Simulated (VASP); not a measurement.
Wanted: the native input for a VASP 6.6.1 run.

| Quantity | Value |
| --- | --- |
| Task | single point |
| Functional | PBE |
| Potentials or basis | VASP PAW PBE potentials, release 64 (B, Br) |
| Cutoff | 500 eV |
| k mesh | 2 × 2 × 2 |
| Occupations | fermi-dirac, width 0.04 eV |
| Spin | no spin polarisation |
| Dipole correction | no |
| Further INCAR settings | ALGO = Normal; EDIFF = 1e-06; NBANDS = 16 |

The structure of BBr2 lies in POSCAR:

```
BBr2
1.0
    3.1854460400      1.8391181300      2.2596390700
   -3.1854460400      1.8391181300      2.2596390700
    0.0000000000     -3.6782362600      2.2596390700
B Br
1 2
Direct
    0.0000000000      0.0000000000      0.0000000000
    0.7202413000      0.7202413000      0.7202413000
    0.2797587000      0.2797587000      0.2797587000
```

One way to write it, as run:

INCAR

```
  PREC = Accurate
  ENCUT = 500
  EDIFF = 1E-6
  ISMEAR = -1
  SIGMA = 0.04
  LREAL = False
  LASPH = True
  NELM = 120
  ALGO = Normal
  ISIF = 2
  LWAVE = False
  LCHARG = False
  GGA = PE
  NBANDS = 16
  GGA_COMPAT = False
```

KPOINTS

```
regular mesh
0
Gamma
  2 2 2
```

Potentials or basis: VASP PAW PBE potentials, release 64 (B, Br).

The run is started by

```bash
$ cat potpaw_PBE.64/B/POTCAR potpaw_PBE.64/Br/POTCAR > POTCAR
$ mpirun -np 1 vasp_std > vasp.out
```

Results of the run:

- Pressure: -1.9 GPa
- Largest force: 1.861 eV/Å

Caveat: the k points lie up to 0.73 Å⁻¹ apart; an odd number of electrons without spin polarisation forces a metal; a magnetic or distorted state may lie lower.

It took 7 s on 1 thread of Intel(R) Xeon(R) Platinum 8259CL CPU @ 2.50GHz (Skylake/Cascade Lake) (shared host), peak memory 0.17 GiB.
